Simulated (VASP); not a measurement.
Input of a VASP 6.6.1 run:

INCAR

```
  PREC = Accurate
  ENCUT = 500
  EDIFF = 1E-6
  ISMEAR = -1
  SIGMA = 0.05
  LREAL = F
  LASPH = T
  NELM = 120
  ALGO = Normal
  ISIF = 2
  LWAVE = F
  LCHARG = F
  GGA = PE
  NBANDS = 11
  GGA_COMPAT = F
```

KPOINTS

```
Automatic mesh
0
Gamma
  12 12 12
```

Contents of POSCAR:

```
Ba
1.0
   -2.5065000000      2.5065000000      2.5065000000
    2.5065000000     -2.5065000000      2.5065000000
    2.5065000000      2.5065000000     -2.5065000000
Ba
1
Direct
    0.0000000000      0.0000000000      0.0000000000
```

Potentials or basis: VASP PAW PBE potentials, release 64 (Ba_sv).

Command:

```sh
$ cat potpaw_PBE.64/Ba_sv/POTCAR > POTCAR
$ mpirun -np 1 vasp_std > vasp.out
```

Task: Estimate the pressure.

Result: 0.1 GPa.

Task: Predict the band gap on the k mesh.

Result: Zero (bands 5 and 6 overlap by 1.07 eV).

Caveat: spin-orbit coupling is left out, which moves the levels of the heavy elements.
